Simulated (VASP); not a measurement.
# BP (P6_3/mmc) in VASP: settings compared

The runs below take BP through single point, relaxation of cell and atoms, with PBE0, HF, r2SCAN, HSE06.

Everything below comes from runs of VASP 6.6.1. Logs are shortened: lines on timing, memory, paths and dates and some standing lists are left out, and cuts for length are marked.

**1. The cell of the first run**

The structure is hexagonal, space group P6_3/mmc (No. 194). Conventional cell: a = 3.204 Å, b = 3.204 Å, c = 8.467 Å, α = 90.00°, β = 90.00°, γ = 120.00°. B (site symmetry -6m2) has 3 P at 1.85 Å within 2.5 Å. P (site symmetry -6m2) has 3 B at 1.85 Å within 2.5 Å.

**2. Single point, PBE0**

Contents of POSCAR:

```
BP
1.0
    3.2039355360      0.0000000000      0.0000000000
   -1.6019677680      2.7746895663      0.0000000000
    0.0000000000      0.0000000000      8.4666271308
B P
2 2
Direct
    0.3333333333      0.6666666667      0.2500000000
    0.6666666667      0.3333333333      0.7500000000
    0.6666666667      0.3333333333      0.2500000000
    0.3333333333      0.6666666667      0.7500000000
```

Contents of INCAR.step1:

```
PREC = Accurate
ENCUT = 520
EDIFF = 1E-5
ISMEAR = 0
SIGMA = 0.01
LREAL = F
LASPH = T
NELM = 80
ALGO = Normal
ISIF = 2
LWAVE = T
NBANDS = 16
GGA = PE
```

Contents of INCAR.step2:

```
PREC = Accurate
ENCUT = 520
EDIFF = 1E-7
ISMEAR = 0
SIGMA = 0.01
LREAL = F
LASPH = T
NELM = 80
ALGO = Normal
ISIF = 2
LWAVE = F
LCHARG = T
GGA = PE
LHFCALC = T
AEXX = 0.25
PRECFOCK = Normal
LELF = T
LVHAR = T
NBANDS = 16
ISTART = 1
```

Contents of KPOINTS:

```
regular mesh
0
Gamma
  6 6 2
```

Potentials or basis: VASP PAW PBE potentials, release 64 (B, P).

Started as:

```
$ cat potpaw_PBE.64/B/POTCAR potpaw_PBE.64/P/POTCAR > POTCAR
$ cp INCAR.step1 INCAR
$ mpirun -np 1 vasp_std > vasp.out
$ cp INCAR.step2 INCAR
$ mpirun -np 1 vasp_std > vasp.out
```

OUTCAR:

```text
PREC = Accurate
   ENCUT = 520
   EDIFF = 1E-7
   ISMEAR = 0
   LREAL = F
   LASPH = T
   NELM = 80
   ISIF = 2
   GGA = PE
   LHFCALC = T
   AEXX = 0.25
   PRECFOCK = Normal
   ISTART = 1

 ion  position               nearest neighbor table
   1  0.333  0.667  0.250-   3 1.85   3 1.85   3 1.85
   2  0.667  0.333  0.750-   4 1.85   4 1.85   4 1.85
   3  0.667  0.333  0.250-   1 1.85   1 1.85   1 1.85
   4  0.333  0.667  0.750-   2 1.85   2 1.85   2 1.85

  LATTYP: Found a hexagonal cell.
 ALAT       =     3.2039355360
 C/A-ratio  =     2.6425709992

  Lattice vectors:

 A1 = (   3.2039355360,   0.0000000000,   0.0000000000)
 A2 = (  -1.6019677680,   2.7746895663,   0.0000000000)
 A3 = (   0.0000000000,   0.0000000000,   8.4666271308)

Analysis of symmetry for initial positions (statically):
=====================================================================
 Subroutine PRICEL returns:
 Original cell was already a primitive cell.

 Routine SETGRP: Setting up the symmetry group for a
 hexagonal supercell.

 Subroutine GETGRP returns: Found 24 space group operations
 (whereof 12 operations were pure point group operations)
 out of a pool of 24 trial point group operations.

The static configuration has the point symmetry D_3d.
 The point group associated with its full space group is D_6h.

Analysis of symmetry for dynamics (positions and initial velocities):
=====================================================================
 Subroutine PRICEL returns:
 Original cell was already a primitive cell.

 Routine SETGRP: Setting up the symmetry group for a
 hexagonal supercell.

 Subroutine GETGRP returns: Found 24 space group operations
 (whereof 12 operations were pure point group operations)
 out of a pool of 24 trial point group operations.

The dynamic configuration has the point symmetry D_3d.
 The point group associated with its full space group is D_6h.

 Subroutine INISYM returns: Found 24 space group operations
 (whereof 12 operations are pure point group operations),
 and found     1 'primitive' translations

----------------------------------------------------------------------------------------

                                     Primitive cell

  volume of cell :      75.2677

  direct lattice vectors                    reciprocal lattice vectors
     3.203935536  0.000000000  0.000000000     0.312116142  0.180200339  0.000000000
    -1.601967768  2.774689566  0.000000000     0.000000000  0.360400678  0.000000000
     0.000000000  0.000000000  8.466627131     0.000000000  0.000000000  0.118110788

  length of vectors
     3.203935536  3.203935536  8.466627131     0.360400678  0.360400678  0.118110788

  position of ions in fractional coordinates (direct lattice)
     0.333333333  0.666666667  0.250000000
     0.666666667  0.333333333  0.750000000
     0.666666667  0.333333333  0.250000000
     0.333333333  0.666666667  0.750000000

  ion indices of the primitive-cell ions
   primitive index   ion index
                 1           1
                 2           2
                 3           3
                 4           4

----------------------------------------------------------------------------------------

 KPOINTS: regular mesh

Automatic generation of k-mesh.
 Grid dimensions read from file:
 generate k-points for:    6    6    2

 Generating k-lattice:

  Cartesian coordinates                     Fractional coordinates (reciprocal lattice)
     0.052019357  0.030033390  0.000000000     0.166666667  0.000000000  0.000000000
     0.000000000  0.060066780  0.000000000     0.000000000  0.166666667  0.000000000
     0.000000000  0.000000000  0.059055394     0.000000000  0.000000000  0.500000000

  Length of vectors
     0.060066780  0.060066780  0.059055394

  Shift w.r.t. Gamma in fractional coordinates (k-lattice)
     0.000000000  0.000000000  0.000000000

 Subroutine IBZKPT returns following result:
 ===========================================

 Found     14 irreducible k-points:

 Following reciprocal coordinates:
            Coordinates               Weight
  0.000000  0.000000  0.000000      1.000000
  0.166667  0.000000  0.000000      6.000000
  0.333333  0.000000  0.000000      6.000000
  0.500000 -0.000000  0.000000      3.000000
  0.166667  0.166667  0.000000      6.000000
  0.333333  0.166667  0.000000     12.000000
  0.333333  0.333333  0.000000      2.000000
  0.000000  0.000000  0.500000      1.000000
  0.166667  0.000000  0.500000      6.000000
  0.333333  0.000000  0.500000      6.000000
  0.500000 -0.000000  0.500000      3.000000
  0.166667  0.166667  0.500000      6.000000
  0.333333  0.166667  0.500000     12.000000
  0.333333  0.333333  0.500000      2.000000
   k-points           NKPTS =     14   k-points in BZ     NKDIM =     72   number of bands    NBANDS=     16
   number of dos      NEDOS =    301   number of ions     NIONS =      4
   total plane-waves  NPLWV =  36864
   dimension x,y,z NGX =    24 NGY =   24 NGZ =   64
   dimension x,y,z NGXF=    48 NGYF=   48 NGZF=  128
   ions per type =               2   2
   NGX,Y,Z   is equivalent  to a cutoff of  12.45, 12.45, 12.57 a.u.
   NGXF,Y,Z  is equivalent  to a cutoff of  24.91, 24.91, 25.13 a.u.
 SYSTEM =  unknown system
   PREC   = accura    normal or accurate (medium, high low for compatibility)
   ISTART =      1    job   : 0-new  1-cont  2-samecut
   ICHARG =      0    charge: 1-file 2-atom 10-const
   ISPIN  =      1    spin polarized calculation?
   LNONCOLLINEAR =      F non collinear calculations
   LSORBIT =      F    spin-orbit coupling
   LASPH  =      T    aspherical Exc in radial PAW
   ENCUT  =  520.0 eV  38.22 Ry    6.18 a.u.   5.96  5.96 15.74*2*pi/ulx,y,z
   NELM   =     80;   NELMIN=  2; NELMDL=  0     # of ELM steps
   EDIFF  = 0.1E-06   stopping-criterion for ELM
   LREAL  =      F    real-space projection
   EDIFFG = 0.1E-05   stopping-criterion for IOM
   NSW    =      0    number of steps for IOM
   IBRION =     -1    ionic relax: 0-MD 1-quasi-New 2-CG
   NFREE  =      0    steps in history (QN), initial steepest desc. (CG)
   ISIF   =      2    stress and relaxation
   ISYM   =      3    0-nonsym 1-usesym 2-fastsym
   POTIM  = 0.5000    time-step for ionic-motion
   TEBEG  =    0.0;   TEEND  =   0.0 temperature during run
   PSTRESS=    0.0 pullay stress
   NELECT =      16.0000    total number of electrons
   NUPDOWN=      -1.0000    fix difference up-down
   EMIN   =  10.00;   EMAX   =-10.00  energy-range for DOS
   EFERMI =   0.00;   METHOD = LEGACY
   ISMEAR =     0;   SIGMA  =   0.01  broadening in eV -4-tet -1-fermi 0-gaus
   EFERMI_NEDOS =   21; number of points for ismear=-14 and -15
   IALGO  =     38    algorithm
   IMIX   =      1    mixing-type and parameters
     AMIX     =   0.40;   BMIX     =  1.00
     AMIX_MAG =   1.60;   BMIX_MAG =  1.00
  volume/ion in A,a.u.               =      18.82       126.98
  Fermi-wavevector in a.u.,A,eV,Ry     =   0.977039  1.846336 12.988196  0.954605
  Thomas-Fermi vector in A             =   2.107705
   LORBIT       =      0    0 simple, 1 ext, 2 COOP (PROOUT), +10 PAW based schemes
   GGA     = PE    functional components
   LHFCALC =     T    Hartree Fock is set to
   PRECFOCK=normal    Normal, Fast or Accurate (Low or Medium for compatibility)
   ENCUT4O =  -1.0   cutoff for four orbital integrals eV
   NKREDX  =     1    reduce k-point grid by
   NKREDY  =     1    reduce k-point grid by
   NKREDZ  =     1    reduce k-point grid by
   AEXX    =    0.2500 exact exchange contribution
   HFSCREEN=    0.0000 screening length (either q_TF or 0.3 A-1)
   HFSCREENC=   0.0000 screening length for correlation (either q_TF or 0.3 A-1)
   ENCUTFOCK=  -1.0 apply spherical cutoff to Coloumb kernel
   IVDW    =     0    specifies the selected vdW correction
   LEPSILON=     F    determine dielectric tensor
   LRPA    =     F    only Hartree local field effects (RPA)
 non-spin polarized calculation
 Gauss-broadening in eV      SIGMA  =   0.01
  energy-cutoff  :      520.00
  volume of cell :       75.27
 maximum number of plane-waves:      2058
 NGX is ok and might be reduce to    24
  NGX = 18; NGY = 18; NGZ = 48

 number of electron      16.0000001 magnetization

 Free energy of the ion-electron system (eV)
  ---------------------------------------------------
  ext. energy  EPLUGINS =         0.00000000
  ---------------------------------------------------
  free energy    TOTEN  =       -29.76138614 eV

  energy without entropy =      -29.76138614  energy(sigma->0) =      -29.76138614

 E-fermi :   1.9637     XC(G=0):  -6.6080

 val. band max:        1.8646911488   @ k =   0.3333   0.3333   0.5000
 cond. band min:       3.8491112517   @ k =   0.3333   0.3333   0.5000
 fundamental gap:      1.9844201030
 Fermi energy:         1.9637216284

 k-point     1 :       0.0000    0.0000    0.0000
  band No.  band energies     occupation
      1     -13.6841      2.00000
      2     -13.5457      2.00000
      3      -3.6392      2.00000
      4      -2.2899      2.00000
      5      -0.2440      2.00000
      6      -0.2440      2.00000
[... 8 lines left out ...]
     15       9.6109      0.00000
     16      11.8856      0.00000

 k-point     2 :       0.1667    0.0000    0.0000
  band No.  band energies     occupation
      1     -13.2139      2.00000
      2     -13.0791      2.00000
      3      -3.0980      2.00000
      4      -2.2277      2.00000
      5      -2.1685      2.00000
      6      -1.7719      2.00000
[... 8 lines left out ...]
     15      10.8940      0.00000
     16      10.9214      0.00000

 k-point     3 :       0.3333    0.0000    0.0000
  band No.  band energies     occupation
      1     -11.8711      2.00000
      2     -11.7498      2.00000
      3      -5.6035      2.00000
      4      -5.5182      2.00000
      5      -2.0343      2.00000
      6      -1.9891      2.00000
[... 8 lines left out ...]
     15      12.9260      0.00000
     16      13.6304      0.00000
[... 172 lines left out ...]
 k-point    13 :       0.3333    0.1667    0.5000
  band No.  band energies     occupation
      1     -10.6602      2.00000
      2     -10.6602      2.00000
      3      -6.8343      2.00000
      4      -6.8343      2.00000
      5      -3.7605      2.00000
      6      -3.7605      2.00000
[... 8 lines left out ...]
     15      11.9960      0.00000
     16      11.9960      0.00000

 k-point    14 :       0.3333    0.3333    0.5000
  band No.  band energies     occupation
      1      -9.7238      2.00000
      2      -9.7238      2.00000
      3      -7.2662      2.00000
      4      -7.2662      2.00000
      5      -5.3021      2.00000
      6      -5.3021      2.00000
[... 8 lines left out ...]
     15      12.3479      0.00000
     16      12.3479      0.00000

------------------------ aborting loop because EDIFF is reached ----------------------------------------

  FORCE on cell =-STRESS in cart. coord.  units (eV):
  Direction    XX          YY          ZZ          XY          YZ          ZX
  --------------------------------------------------------------------------------------
  -------------------------------------------------------------------------------------
  Total       -0.5199643     -0.5199643      0.1621007      0.0000000      0.0000000      0.0000000
  in kB      -11.0681616    -11.0681616      3.4505388      0.0000000      0.0000000      0.0000000
  external PRESSURE =      -6.2285948 kB  Pullay stress =       0.0000000 kB

 VOLUME and BASIS-vectors are now :
 -----------------------------------------------------------------------------
  energy-cutoff  :      520.00
  volume of cell :       75.27
      direct lattice vectors                 reciprocal lattice vectors
     3.203935536  0.000000000  0.000000000     0.312116142  0.180200339  0.000000000
    -1.601967768  2.774689566  0.000000000     0.000000000  0.360400678  0.000000000
     0.000000000  0.000000000  8.466627131     0.000000000  0.000000000  0.118110788

 POSITION                                       TOTAL-FORCE (eV/Angst)
 -----------------------------------------------------------------------------------
     -0.00000      1.84979      2.11666        -0.000000     -0.000000     -0.000000
      1.60197      0.92490      6.34997        -0.000000      0.000000     -0.000000
      1.60197      0.92490      2.11666         0.000000      0.000000      0.000000
     -0.00000      1.84979      6.34997         0.000000      0.000000      0.000000
 -----------------------------------------------------------------------------------
    total drift:                                0.000000     -0.000000      0.000000

  FREE ENERGIE OF THE ION-ELECTRON SYSTEM (eV)
  ---------------------------------------------------
  free  energy   TOTEN  =       -29.7613861413 eV

  energy  without entropy=      -29.7613861413  energy(sigma->0) =      -29.76138614
```

It took 5.7 min on 1 thread of Intel Xeon 6975P-C (Granite Rapids), shared host; peak memory 0.19 GiB.

Results:

```yaml
Free_energy: -29.7614 eV
Pressure: -0.6 GPa
Band_gap_on_the_k_mesh: 1.98 eV, direct
```

Stress tensor (GPa, compression positive):
```
-1.11  0.00  0.00
 0.00 -1.11  0.00
 0.00  0.00  0.35
```

Caveat: the PAW data sets were made with another functional, which shifts forces and pressure a little; this functional lacks dispersion, which binds the layers, so the pressure and a relaxed spacing across them are unreliable.

[end of part 1 of 2]
